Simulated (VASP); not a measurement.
# Si (a cell with a defect) in VASP: single point with PBE

Aim: the single point of Si (a cell with a defect) with PBE.

Everything below comes from runs of VASP 6.6.1. Logs are shortened: lines on timing, memory, paths and dates and some standing lists are left out, and cuts for length are marked.

**1. The cell of the first run**

The cell holds a defect, 53 atoms: a = 11.604 Å, b = 11.604 Å, c = 11.604 Å, α = 60.00°, β = 60.00°, γ = 60.00°.

**2. Single point, PBE**

Input file INCAR:

```
SYSTEM = Si
PREC     = Accurate       ! precision mode
ENCUT    = 520            ! plane-wave cutoff, eV
EDIFF    = 1E-7           ! SCF threshold, eV
ISMEAR   = 0              ! smearing method
SIGMA    = 0.02           ! smearing width, eV
LREAL    = Auto         
LASPH    = .True.         ! aspherical terms in the spheres
NELM     = 80             ! most SCF steps
ALGO     = Fast           ! electronic algorithm
ISIF     = 2              ! what is computed and relaxed
LWAVE    = .False.        ! write WAVECAR
LCHARG   = .True.         ! write CHGCAR
GGA      = PE             ! functional
LELF     = .True.         ! ELF
LVHAR    = .True.       
NBANDS   = 138            ! bands
NELECT   = 214.0
```

Input file KPOINTS:

```
Automatic mesh
0
Gamma
  2 2 2
  0 0 0
```

Input file POSCAR:

```
Si
1.0
    8.2051406440      0.0000000000      8.2051406440
    8.2051406440      8.2051406440      0.0000000000
    0.0000000000      8.2051406440      8.2051406440
Si
53
Direct
    0.1859124744      0.1859121088      0.1859127182
    0.2464640873      0.5799558724      0.2464639654
    0.2486603324      0.9306338954      0.2486604543
    0.5799556286      0.2464640873      0.2464639654
    0.5824541842      0.5824540623      0.2489171836
    0.5821273159      0.9225751061      0.2473484110
    0.9306340782      0.2486602715      0.2486603933
    0.9225750451      0.5821273769      0.2473484719
    0.9183170438      0.9183171657      0.2491474051
    0.2464639654      0.2464639654      0.5799555067
    0.2489171226      0.5824538795      0.5824542451
    0.2473484110      0.9225749842      0.5821271941
    0.5824540014      0.2489171226      0.5824541233
    0.5831190113      0.5831190113      0.5831188894
    0.5825293200      0.9168603351      0.5825291981
    0.9225748014      0.2473484719      0.5821273769
    0.9168602741      0.5825292591      0.5825292591
    0.9174946935      0.9174946935      0.5828990882
    0.2486602105      0.2486602105      0.9306342610
    0.2473484719      0.5821273769      0.9225750451
    0.2491475270      0.9183171657      0.9183169219
    0.5821273769      0.2473484719      0.9225749233
    0.5825294419      0.5825293200      0.9168602132
    0.5828990273      0.9174947544      0.9174948763
    0.9183170438      0.2491475270      0.9183170438
    0.9174948153      0.5828989663      0.9174948153
    0.9174669060      0.9174669060      0.9174669060
    0.1732640623      0.4723717933      0.1732641842
    0.1691119093      0.8347466908      0.1691117874
    0.4723717933      0.1732640623      0.1732638186
    0.4974843427      0.4974843427      0.1676884114
    0.4992094807      0.8334611552      0.1686133194
    0.8347466298      0.1691119702      0.1691118483
    0.8334613380      0.4992092979      0.1686133803
    0.8333266664      0.8333266664      0.1680753030
    0.1732636967      0.1732640623      0.4723716714
    0.1676885333      0.4974842208      0.4974842208
    0.1686131975      0.8334610334      0.4992096026
    0.4974841599      0.1676884723      0.4974841599
    0.4994481116      0.4994481116      0.4994482335
    0.4984756724      0.8340679699      0.4984756724
    0.8334611552      0.1686131975      0.4992094807
    0.8340679090      0.4984757334      0.4984757334
    0.8334673099      0.8334673099      0.5000547435
    0.1691119702      0.1691119702      0.8347463861
    0.1686133194      0.4992093588      0.8334613990
    0.1680753030      0.8333266664      0.8333266664
    0.4992093588      0.1686133194      0.8334612771
    0.4984757334      0.4984757334      0.8340679090
    0.5000548654      0.8334673099      0.8334673099
    0.8333266664      0.1680753030      0.8333266664
    0.8334674318      0.5000547435      0.8334673099
    0.8337556657      0.8337556657      0.8337557876
```

Potentials or basis: VASP PAW PBE potentials, release 64 (Si).

Run with:

```console
$ cat potpaw_PBE.64/Si/POTCAR > POTCAR
$ mpirun -np 1 vasp_std > vasp.out
```

OUTCAR:

```text
SYSTEM = Si
   PREC = Accurate
   ENCUT = 520
   EDIFF = 1E-7
   ISMEAR = 0
   LREAL = Auto
   LASPH = .True.
   NELM = 80
   ISIF = 2
   GGA = PE
   NELECT = 214.0

 ion  position               nearest neighbor table
   1  0.186  0.186  0.186-   3 2.46   7 2.46  19 2.46
   2  0.246  0.580  0.246-  37 2.38  31 2.38  28 2.42  29 2.42
   3  0.249  0.931  0.249-  32 2.38  38 2.38  29 2.42   1 2.46
   4  0.580  0.246  0.246-  39 2.38  31 2.38  30 2.42  33 2.42
   5  0.582  0.582  0.249-  40 2.37  32 2.38  34 2.38  31 2.38
   6  0.582  0.923  0.247-  32 2.38  41 2.38  35 2.38  30 2.39
   7  0.931  0.249  0.249-  34 2.38  42 2.38  33 2.42   1 2.46
[... 29 lines left out ...]
  37  0.168  0.497  0.497-  17 2.38   2 2.38  10 2.38  11 2.38
  38  0.169  0.833  0.499-  12 2.38   3 2.38  11 2.38  18 2.38
  39  0.497  0.168  0.497-  15 2.38   4 2.38  10 2.38  13 2.38
  40  0.499  0.499  0.499-  13 2.37  11 2.37   5 2.37  14 2.38
  41  0.498  0.834  0.498-  15 2.38  14 2.38  12 2.38   6 2.38
  42  0.833  0.169  0.499-  16 2.38   7 2.38  13 2.38  18 2.38
[... 9 lines left out ...]
  52  0.833  0.500  0.833-  26 2.38  25 2.38  23 2.38  17 2.38
  53  0.834  0.834  0.834-  24 2.38  18 2.38  26 2.38  27 2.38

  LATTYP: Found a face centered cubic cell.
 ALAT       =    16.4102812880

  Lattice vectors:

 A1 = (   8.2051406440,   0.0000000000,   8.2051406440)
 A2 = (   8.2051406440,   8.2051406440,   0.0000000000)
 A3 = (   0.0000000000,   8.2051406440,   8.2051406440)

Analysis of symmetry for initial positions (statically):
=====================================================================
 Subroutine PRICEL returns:
 Original cell was already a primitive cell.

 Routine SETGRP: Setting up the symmetry group for a
 face centered cubic supercell.

 Subroutine GETGRP returns: Found  6 space group operations
 (whereof  6 operations were pure point group operations)
 out of a pool of 48 trial point group operations.

The static configuration has the point symmetry C_3v.

Analysis of symmetry for dynamics (positions and initial velocities):
=====================================================================
 Subroutine PRICEL returns:
 Original cell was already a primitive cell.

 Routine SETGRP: Setting up the symmetry group for a
 face centered cubic supercell.

 Subroutine GETGRP returns: Found  6 space group operations
 (whereof  6 operations were pure point group operations)
 out of a pool of 48 trial point group operations.

The dynamic configuration has the point symmetry C_3v.

 Subroutine INISYM returns: Found  6 space group operations
 (whereof  6 operations are pure point group operations),
 and found     1 'primitive' translations

----------------------------------------------------------------------------------------

                                     Primitive cell

  volume of cell :    1104.8112

  direct lattice vectors                    reciprocal lattice vectors
     8.205140644  0.000000000  8.205140644     0.060937408 -0.060937408  0.060937408
     8.205140644  8.205140644  0.000000000     0.060937408  0.060937408 -0.060937408
     0.000000000  8.205140644  8.205140644    -0.060937408  0.060937408  0.060937408

  length of vectors
    11.603821180 11.603821180 11.603821180     0.105546686  0.105546686  0.105546686

  position of ions in fractional coordinates (direct lattice)
     0.185912474  0.185912109  0.185912718
     0.246464087  0.579955872  0.246463965
     0.248660332  0.930633895  0.248660454
     0.579955629  0.246464087  0.246463965
     0.582454184  0.582454062  0.248917184
     0.582127316  0.922575106  0.247348411
[... 45 lines left out ...]
     0.833467432  0.500054744  0.833467310
     0.833755666  0.833755666  0.833755788

  ion indices of the primitive-cell ions
   primitive index   ion index
                 1           1
                 2           2
                 3           3
                 4           4
                 5           5
                 6           6
[... 45 lines left out ...]
                52          52
                53          53

----------------------------------------------------------------------------------------

 KPOINTS: Automatic mesh

Automatic generation of k-mesh.
 Grid dimensions read from file:
 generate k-points for:    2    2    2

 Generating k-lattice:

  Cartesian coordinates                     Fractional coordinates (reciprocal lattice)
     0.030468704 -0.030468704  0.030468704     0.500000000  0.000000000  0.000000000
     0.030468704  0.030468704 -0.030468704     0.000000000  0.500000000  0.000000000
    -0.030468704  0.030468704  0.030468704     0.000000000  0.000000000  0.500000000

  Length of vectors
     0.052773343  0.052773343  0.052773343

  Shift w.r.t. Gamma in fractional coordinates (k-lattice)
     0.000000000  0.000000000  0.000000000

 Subroutine IBZKPT returns following result:
 ===========================================

 Found      4 irreducible k-points:

 Following reciprocal coordinates:
            Coordinates               Weight
  0.000000  0.000000  0.000000      1.000000
  0.500000  0.000000  0.000000      3.000000
  0.500000  0.500000  0.500000      1.000000
  0.500000  0.500000  0.000000      3.000000
   k-points           NKPTS =      4   k-points in BZ     NKDIM =      4   number of bands    NBANDS=    138
   number of dos      NEDOS =    301   number of ions     NIONS =     53
   total plane-waves  NPLWV = 729000
   dimension x,y,z NGX =    90 NGY =   90 NGZ =   90
   dimension x,y,z NGXF=   180 NGYF=  180 NGZF=  180
   ions per type =              53
   NGX,Y,Z   is equivalent  to a cutoff of  12.89, 12.89, 12.89 a.u.
   NGXF,Y,Z  is equivalent  to a cutoff of  25.79, 25.79, 25.79 a.u.
 SYSTEM =  Si
   PREC   = accura    normal or accurate (medium, high low for compatibility)
   ISTART =      0    job   : 0-new  1-cont  2-samecut
   ICHARG =      2    charge: 1-file 2-atom 10-const
   ISPIN  =      1    spin polarized calculation?
   LNONCOLLINEAR =      F non collinear calculations
   LSORBIT =      F    spin-orbit coupling
   LASPH  =      T    aspherical Exc in radial PAW
   ENCUT  =  520.0 eV  38.22 Ry    6.18 a.u.  21.58 21.58 21.58*2*pi/ulx,y,z
   NELM   =     80;   NELMIN=  2; NELMDL= -5     # of ELM steps
   EDIFF  = 0.1E-06   stopping-criterion for ELM
   LREAL  =      T    real-space projection
   EDIFFG = 0.1E-05   stopping-criterion for IOM
   NSW    =      0    number of steps for IOM
   IBRION =     -1    ionic relax: 0-MD 1-quasi-New 2-CG
   NFREE  =      0    steps in history (QN), initial steepest desc. (CG)
   ISIF   =      2    stress and relaxation
   ISYM   =      2    0-nonsym 1-usesym 2-fastsym
   POTIM  = 0.5000    time-step for ionic-motion
   TEBEG  =    0.0;   TEEND  =   0.0 temperature during run
   PSTRESS=    0.0 pullay stress
   NELECT =     214.0000    total number of electrons
   NUPDOWN=      -1.0000    fix difference up-down
   EMIN   =  10.00;   EMAX   =-10.00  energy-range for DOS
   EFERMI =   0.00;   METHOD = LEGACY
   ISMEAR =     0;   SIGMA  =   0.02  broadening in eV -4-tet -1-fermi 0-gaus
   EFERMI_NEDOS =   21; number of points for ismear=-14 and -15
   IALGO  =     68    algorithm
   IMIX   =      4    mixing-type and parameters
     AMIX     =   0.40;   BMIX     =  1.00
     AMIX_MAG =   1.60;   BMIX_MAG =  1.00
  volume/ion in A,a.u.               =      20.85       140.67
  Fermi-wavevector in a.u.,A,eV,Ry     =   0.947218  1.789983 12.207452  0.897222
  Thomas-Fermi vector in A             =   2.075291
   LORBIT       =      0    0 simple, 1 ext, 2 COOP (PROOUT), +10 PAW based schemes
   GGA     = PE    functional components
   LHFCALC =     F    Hartree Fock is set to
   AEXX    =    0.0000 exact exchange contribution
   IVDW    =     0    specifies the selected vdW correction
   LEPSILON=     F    determine dielectric tensor
   LRPA    =     F    only Hartree local field effects (RPA)
 non-spin polarized calculation
 RMM-DIIS sequential band-by-band and
 Gauss-broadening in eV      SIGMA  =   0.02
  energy-cutoff  :      520.00
  volume of cell :     1104.81
 maximum number of plane-waves:     29794
 NGX is ok and might be reduce to    90
   NGX = 43   NGY = 43   NGZ = 43

 number of electron     214.0000002 magnetization

 Free energy of the ion-electron system (eV)
  ---------------------------------------------------
  ext. energy  EPLUGINS =         0.00000000
  ---------------------------------------------------
  free energy    TOTEN  =      -271.90867965 eV

  energy without entropy =     -271.90476076  energy(sigma->0) =     -271.90672020

 E-fermi :   6.0001     XC(G=0):  -9.3097

 val. band max:        5.9262771035   @ k =   0.5000   0.5000   0.5000
 cond. band min:       6.0062381160   @ k =   0.5000   0.0000   0.0000
 fundamental gap:      0.0799610124
 Fermi energy:         6.0000623741

 k-point     1 :       0.0000    0.0000    0.0000
  band No.  band energies     occupation
      1      -6.2983      2.00000
      2      -5.0452      2.00000
      3      -5.0146      2.00000
      4      -5.0146      2.00000
      5      -5.0131      2.00000
      6      -4.9214      2.00000
[... 477 lines left out ...]
    118       7.5709      0.00000
    119       7.5784      0.00000
 [bands above 119 left out]

------------------------ aborting loop because EDIFF is reached ----------------------------------------

  FORCE on cell =-STRESS in cart. coord.  units (eV):
  Direction    XX          YY          ZZ          XY          YZ          ZX
  --------------------------------------------------------------------------------------
  -------------------------------------------------------------------------------------
  Total        8.0686232      8.0686232      8.0686232     -2.2763796     -2.2763796     -2.2763796
  in kB       11.7009718     11.7009718     11.7009718     -3.3011646     -3.3011646     -3.3011646
  external PRESSURE =      11.7009718 kB  Pullay stress =       0.0000000 kB

 VOLUME and BASIS-vectors are now :
 -----------------------------------------------------------------------------
  energy-cutoff  :      520.00
  volume of cell :     1104.81
      direct lattice vectors                 reciprocal lattice vectors
     8.205140644  0.000000000  8.205140644     0.060937408 -0.060937408  0.060937408
     8.205140644  8.205140644  0.000000000     0.060937408  0.060937408 -0.060937408
     0.000000000  8.205140644  8.205140644    -0.060937408  0.060937408  0.060937408

 POSITION                                       TOTAL-FORCE (eV/Angst)
 -----------------------------------------------------------------------------------
      3.05087      3.05088      3.05088        -0.097879     -0.097879     -0.097879
      6.78089      6.78089      4.04454         0.012902      0.012902      0.003651
      9.67627      9.67628      4.08059        -0.017698     -0.017698     -0.005722
      6.78089      4.04454      6.78089         0.012902      0.003651      0.012902
      9.55824      6.82152      6.82152         0.009852      0.002128      0.002128
     12.34629      9.59939      6.80596         0.004123      0.011786     -0.004364
[... 45 lines left out ...]
     10.94174     10.94174     13.67743        -0.000374     -0.000374     -0.002265
     13.68216     13.68217     13.68217        -0.000785     -0.000785     -0.000785
 -----------------------------------------------------------------------------------
    total drift:                               -0.005413     -0.005454     -0.005628

  FREE ENERGIE OF THE ION-ELECTRON SYSTEM (eV)
  ---------------------------------------------------
  free  energy   TOTEN  =      -271.9086796454 eV

  energy  without entropy=     -271.9047607638  energy(sigma->0) =     -271.90672020
```

Run time: 32 min. Hardware: 1 thread of Oxide Virtual Turin-like, shared host; peak memory 1.5 GiB.

What came out:

| Item | Value |
| --- | --- |
| Free energy | -271.9087 eV |
| Largest force | 0.170 eV/Å |

Forces on the atoms (eV/Å):
```
Si  -0.098 -0.098 -0.098
Si   0.013  0.013  0.004
Si  -0.018 -0.018 -0.006
Si   0.013  0.004  0.013
Si   0.010  0.002  0.002
Si   0.004  0.012 -0.004
Si  -0.018 -0.006 -0.018
Si   0.004 -0.004  0.012
Si  -0.003 -0.001 -0.001
Si   0.004  0.013  0.013
Si   0.002  0.010  0.002
Si   0.012  0.004 -0.004
Si   0.002  0.002  0.010
Si   0.002  0.002  0.002
Si   0.002  0.002 -0.001
Si   0.012 -0.004  0.004
Si   0.002 -0.001  0.002
Si   0.004  0.000  0.000
Si  -0.006 -0.018 -0.018
Si  -0.004  0.004  0.012
Si  -0.001 -0.003 -0.001
Si  -0.004  0.012  0.004
Si  -0.001  0.002  0.002
Si   0.000  0.004  0.000
Si  -0.001 -0.001 -0.003
Si   0.000  0.000  0.004
Si   0.000  0.000  0.000
Si   0.015  0.015  0.030
Si  -0.010 -0.010  0.000
Si   0.015  0.030  0.015
Si   0.002  0.003  0.003
Si   0.005  0.006  0.000
Si  -0.010  0.000 -0.010
Si   0.005  0.000  0.006
Si  -0.006 -0.001 -0.001
Si   0.030  0.015  0.015
Si   0.003  0.002  0.003
Si   0.006  0.005  0.000
Si   0.003  0.003  0.002
Si   0.003  0.003  0.003
Si   0.002  0.002  0.002
Si   0.006  0.000  0.005
Si   0.002  0.002  0.002
Si  -0.002  0.000  0.000
Si   0.000 -0.010 -0.010
Si   0.000  0.005  0.006
Si  -0.001 -0.006 -0.001
Si   0.000  0.006  0.005
Si   0.002  0.002  0.002
Si   0.000 -0.002  0.000
Si  -0.001 -0.001 -0.006
Si   0.000  0.000 -0.002
Si  -0.001 -0.001 -0.001
```

Caveat: the cell carries a net charge on a neutralising background, which shifts energy and pressure; the cell is charged against a uniform background, so pressure and absolute levels hang on convention.
